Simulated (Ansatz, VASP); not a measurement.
## Two plane-wave programs on Hf3Ti

File INCAR:

```
SYSTEM = Hf3Ti
PREC = Accurate
ENCUT = 600
EDIFF = 1E-6
ISMEAR = 0
SIGMA = 0.1
LREAL = .False.
LASPH = .True.
NELM = 80
ALGO = Normal
ISIF = 3
LWAVE = .False.
LCHARG = .False.
GGA = PE
IBRION = 2
NSW = 90
EDIFFG = -0.04
```

File KPOINTS:

```
Automatic mesh
0
Gamma
  3 3 4
  0 0 0
```

Contents of POSCAR:

```
Hf3Ti
1.0
    5.9786320856      0.0000000000      0.0000000000
   -2.9893160428      5.1776472660      0.0000000000
    0.0000000000      0.0000000000      4.7987747057
Hf Ti
6 2
Direct
    0.8330000000      0.6660000000      0.2500000000
    0.1670000000      0.8330000000      0.7500000000
    0.3340000000      0.1670000000      0.2500000000
    0.1670000000      0.3340000000      0.7500000000
    0.8330000000      0.1670000000      0.2500000000
    0.6660000000      0.8330000000      0.7500000000
    0.3333333333      0.6666666667      0.2500000000
    0.6666666667      0.3333333333      0.7500000000
```

Input for Ansatz:

```yaml
crystal:
  lattice:
    - [5.9786320856, 0.0, 0.0]
    - [-2.9893160428, 5.177647266, 0.0]
    - [0.0, 0.0, 4.7987747057]
  atoms:
    - { symbol: Hf, position: [0.833, 0.666, 0.25] }
    - { symbol: Hf, position: [0.167, 0.833, 0.75] }
    - { symbol: Hf, position: [0.334, 0.167, 0.25] }
    - { symbol: Hf, position: [0.167, 0.334, 0.75] }
    - { symbol: Hf, position: [0.833, 0.167, 0.25] }
    - { symbol: Hf, position: [0.666, 0.833, 0.75] }
    - { symbol: Ti, position: [0.3333333333, 0.6666666667, 0.25] }
    - { symbol: Ti, position: [0.6666666667, 0.3333333333, 0.75] }
basis:
  ecutwfc: 420
kpoints:
  mp_grid: { grid: [3, 3, 4] }
hamiltonian:
  xc: pbe
scf:
  occupations: { method: gaussian, width: 0.1 }
  lower_state_search: "off"
output:
  forces: true
  stress: true
  eigenvalues: true
relax:
  adjacent_minimum: "off"
  f_tol: 0.04
  max_steps: 70
  cell: { stress_tol: 0.4 }
```

Alike in both runs: task relaxation of cell and atoms; functional PBE; k mesh 3 × 3 × 4; occupations gaussian, width 0.1 eV; no spin polarisation.

|  | VASP | Ansatz |
| --- | --- | --- |
| version | VASP 6.6.1 | Ansatz 0.2.0 |
| potentials or method | VASP PAW PBE potentials, release 64 (Hf_pv, Ti_sv), cutoff 600 eV | scalar-relativistic, plane waves, PAW |
| valence electrons in the cell | 84 | 180 |

|  | VASP | Ansatz | Ansatz less VASP |
| --- | --- | --- | --- |
| gap on the k mesh at the Fermi level, each at its own relaxed structure (eV) | none | none | - |
| relaxed volume (Å³/atom) | 21.23 | 21.29 | +0.052 |
| relaxed cell length with the largest relative difference (Å) | 4.985 | 4.991 | +0.0063 |

A gap of «none» marks a metal or a gap that the smearing closes. VASP's potentials hold 84 valence electrons a cell and Ansatz's 180, so a difference there can come from the potentials and not from the codes.

The k mesh is coarse, so the values compare programs but aren't converged. Spin-orbit coupling is off throughout.
